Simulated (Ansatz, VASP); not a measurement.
**AlSi16: VASP beside Ansatz**

```
Si Al
1.0
     0.00000    5.43000    5.43000
     5.43000    0.00000    5.43000
     5.43000    5.43000    0.00000
Si Al
16 1
Direct
  0.99546 0.99749 0.99795
  0.12596 0.11943 0.12025
  0.00258 0.97966 0.50250
  0.12329 0.11816 0.62323
  0.00262 0.50169 0.98040
  0.12339 0.62278 0.11847
  0.99785 0.49750 0.49781
  0.11861 0.61779 0.61853
  0.50046 0.99954 0.00038
  0.62414 0.12333 0.12407
  0.49801 0.99750 0.49539
  0.62033 0.11943 0.62588
  0.49811 0.49464 0.99806
  0.62033 0.62500 0.12025
  0.48048 0.50169 0.50254
  0.61852 0.62279 0.62334
  0.86859 0.36792 0.36853
```

Alike in both runs: functional PBEsol; k mesh 2 × 2 × 2; occupations fermi-dirac, width 0.05 eV; collinear spin.

Ansatz relaxed the structure, and its values are those at the end. VASP's run is a single point on that final structure, the one shown.

|  | VASP | Ansatz |
| --- | --- | --- |
| version | VASP 6.6.1 | Ansatz 0.2.0 |
| potentials or method | VASP PAW PBE potentials, release 64 (Si, Al), cutoff 520 eV | scalar-relativistic, plane waves, PAW |
| valence electrons in the cell | 67 | 67 |

Ansatz gave:

```
rms of the force components (eV/Å) : 0.019
net moment per atom (μB)           : 0.00
```

Which values does VASP return?

rms of the force components (eV/Å): 0.020; net moment per atom (μB): 0.00.

VASP's potentials were made for PBE, not for PBEsol, and Ansatz warns of the same on its side. With one functional, cell and mesh, what is left measures potentials, basis and numerics. Ansatz's warnings: seeded moment not kept.

The k mesh is coarse, so the values compare programs but aren't converged.
